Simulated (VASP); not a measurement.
Wanted: the native input for a VASP 6.6.1 run.

```yaml
Task: single point
Functional: HSE06
Potentials_or_basis: VASP PAW PBE potentials, release 64 (Cl, Na_pv)
Cutoff: 520 eV
k_mesh: 4 × 4 × 4
Occupations: fermi-dirac, width 0.05 eV
Spin: no spin polarisation
Dipole_correction: no
Grid_for_exact_exchange_PRECFOCK: Normal
Further_INCAR_settings: ALGO = Normal; EDIFF = 1e-06; NBANDS = 14
Share_of_exact_exchange: 0.25
Screening_parameter: 0.2079 1/Å
```

NaCl:

```
Cl Na
1.0
     3.47868    0.00000    0.00000
     0.00000    3.47868    0.00000
     0.00000    0.00000    3.47868
Cl Na
1 1
Direct
  0.50000 0.50000 0.50000
  0.00000 0.00000 0.00000
```

The input as run:

POSCAR

```
NaCl
1.0
    3.4786846609      0.0000000000      0.0000000000
    0.0000000000      3.4786846609      0.0000000000
    0.0000000000      0.0000000000      3.4786846609
Cl Na
1 1
Direct
    0.5000000000      0.5000000000      0.5000000000
    0.0000000000      0.0000000000      0.0000000000
```

INCAR.step1

```
PREC     = Accurate       # precision mode
ENCUT    = 520            # plane-wave cutoff, eV
EDIFF    = 1E-5           # SCF threshold, eV
ISMEAR   = -1             # smearing method
SIGMA    = 0.05           # smearing width, eV
LREAL    = False          # projectors in reciprocal space
LASPH    = True           # aspherical terms in the spheres
NELM     = 60             # most SCF steps
ALGO     = Normal         # electronic algorithm
ISIF     = 2              # what is computed and relaxed
LWAVE    = True           # write WAVECAR
LCHARG   = False          # write CHGCAR
NBANDS   = 14             # bands
GGA      = PE             # functional
```

INCAR.step2

```
PREC     = Accurate       # precision mode
ENCUT    = 520            # plane-wave cutoff, eV
EDIFF    = 1E-6           # SCF threshold, eV
ISMEAR   = -1             # smearing method
SIGMA    = 0.05           # smearing width, eV
LREAL    = False          # projectors in reciprocal space
LASPH    = True           # aspherical terms in the spheres
NELM     = 60             # most SCF steps
ALGO     = Normal         # electronic algorithm
ISIF     = 2              # what is computed and relaxed
LWAVE    = False          # write WAVECAR
LCHARG   = False          # write CHGCAR
GGA      = PE             # functional
LHFCALC  = True           # exact exchange
HFSCREEN = 0.2079         # screening, 1/A
PRECFOCK = Normal       
NBANDS   = 14             # bands
ISTART   = 1
```

KPOINTS

```
Automatic mesh
0
Gamma
  4 4 4
```

Potentials or basis: VASP PAW PBE potentials, release 64 (Cl, Na_pv).

Launch:

```bash
$ cat potpaw_PBE.64/Cl/POTCAR potpaw_PBE.64/Na_pv/POTCAR > POTCAR
$ cp INCAR.step1 INCAR
$ mpirun -np 1 vasp_std > vasp.out
$ cp INCAR.step2 INCAR
$ mpirun -np 1 vasp_std > vasp.out
```

Results of the run:

```json
{"Pressure": "0.2 GPa", "Band gap on the k mesh": "5.36 eV (least direct gap 5.91 eV)"}
```

Caveat: the k points lie up to 0.45 Å⁻¹ apart; the PAW data sets were made with another functional, which shifts forces and pressure a little.

Run time: 2.8 min on 1 thread of Intel(R) Xeon(R) Platinum 8259CL CPU @ 2.50GHz (Skylake/Cascade Lake) (shared host), peak memory 0.24 GiB.
